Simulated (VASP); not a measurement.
TePb:

```xyz
2
Lattice="0.0000 3.2735 3.2735 3.2735 0.0000 3.2735 3.2735 3.2735 0.0000" Properties=species:S:1:pos:R:3 pbc="T T T"
Pb    0.0000    0.0000    0.0000
Te    3.2735    3.2735    3.2735
```

Base run:

- Program: VASP 6.6.1
- Functional: revpbe exchange, lda correlation
- Potentials or basis: VASP PAW PBE potentials, release 64 (Pb_d, Te)
- Cutoff: 500 eV
- k mesh: 7 × 7 × 7
- Occupations: gaussian, width 0.01 eV
- Spin: no spin polarisation

Its results: pressure 6.1 GPa.

The run is repeated on the same cell with these changes: functional from revpbe exchange, lda correlation to b88 exchange, pbe correlation; occupations from gaussian, width 0.01 eV to fermi-dirac, width 0.05 eV. What comes out?

Pressure 0.2 GPa.

Caveats: the PAW data sets were made with another functional, which shifts forces and pressure a little; the cell stands under pressure (at least some runs).
